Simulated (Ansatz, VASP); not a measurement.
# CuPd: VASP beside Ansatz

```
Cu Pd
1.0
     2.99793    0.00000    0.00000
     0.00000    2.99793    0.00000
     0.00000    0.00000    2.99793
Cu Pd
1 1
Direct
  0.00000 0.00000 0.00000
  0.50000 0.50000 0.50000
```

Change from the starting cell: volume scaled by 1.01.

Alike in both runs: task single point; functional PBEsol; k mesh 14 × 14 × 14; occupations fermi-dirac, width 0.05 eV; no spin polarisation.

```csv
,VASP,Ansatz
version,VASP 6.6.1,Ansatz 0.2.0
potentials or method,"VASP PAW PBE potentials, release 64 (Cu, Pd), cutoff 520 eV","all-electron LAPW, scalar-relativistic"
```

VASP gave:

* pressure (GPa): -5.9

Which values does Ansatz return?

Pressure (GPa): -6.2.

VASP's potentials were made for PBE, not for PBEsol. Ansatz ran all-electron here, and VASP with PAW potentials.
